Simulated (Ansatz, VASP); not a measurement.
Two plane-wave programs on MgO

Contents of POSCAR:

```
MgO
1.0
    2.6233491281      0.0000000000      0.0000000000
    0.0000000000      2.6233491281      0.0000000000
    0.0000000000      0.0000000000      2.6233491281
Mg O
1 1
Direct
    0.0000000000      0.0000000000      0.0000000000
    0.5000000000      0.5000000000      0.5000000000
```

Contents of INCAR.step1:

```
PREC = Accurate ; ENCUT = 520
ISMEAR = 0 ; SIGMA = 0.01
LREAL = False ; LASPH = True
NELM = 100 ; NBANDS = 11
GGA = PE ; ALGO = Normal
EDIFF = 1E-4 ; LWAVE = True
LCHARG = False
```

The input INCAR.step2:

```
PREC = Accurate ; ENCUT = 520
EDIFF = 1E-7 ; ISMEAR = 0
SIGMA = 0.01 ; LREAL = False
LASPH = True ; NELM = 100
ALGO = Normal ; ISIF = 2
LWAVE = False ; LCHARG = False
METAGGA = R2SCAN ; LMIXTAU = True
NBANDS = 11 ; ISTART = 1
```

The input KPOINTS:

```
regular mesh
0
Gamma
  10 10 10
```

Input for Ansatz:

```yaml
crystal:
  lattice:
    - [2.6233491281, 0.0, 0.0]
    - [0.0, 2.6233491281, 0.0]
    - [0.0, 0.0, 2.6233491281]
  atoms:
    - { symbol: Mg, position: [0.0, 0.0, 0.0] }
    - { symbol: O, position: [0.5, 0.5, 0.5] }
kpoints:
  mp_grid: { grid: [10, 10, 10] }
  band_path:
    path:
      - [0.0, 0.0, 0.0]
      - [0.0, 0.5, 0.0]
      - [0.5, 0.5, 0.0]
      - [0.5, 0.5, 0.5]
      - [0.0, 0.5, 0.5]
    npoints: 1
hamiltonian:
  xc: r2scan
scf:
  occupations: { method: fixed }
  n_extra_bands: 4
output:
  forces: true
  stress: true
  eigenvalues: true
```

Alike in both runs: task single point; functional r2SCAN; k mesh 10 × 10 × 10; no spin polarisation.

```csv
,VASP,Ansatz
version,VASP 6.6.1,Ansatz 0.2.0
potentials or method,"VASP PAW PBE potentials, release 64 (Mg, O)","plane waves, PAW"
plane-wave cutoff (eV),520,500
occupations,"gaussian, width 0.01 eV",fixed
valence electrons in the cell,8,16
```

Ansatz gave:

| Quantity | Value |
| --- | --- |
| gap on the k mesh at the Fermi level (eV) | 3.49 |
| pressure (GPa) | 0.0 |

Question: What did VASP give for the same quantities?

Answer: gap on the k mesh at the Fermi level (eV): 3.45; pressure (GPa): -1.2.

VASP's potentials were made for PBE, not for r2SCAN. VASP's potentials hold 8 valence electrons a cell and Ansatz's 16, so a difference there can come from the potentials and not from the codes.
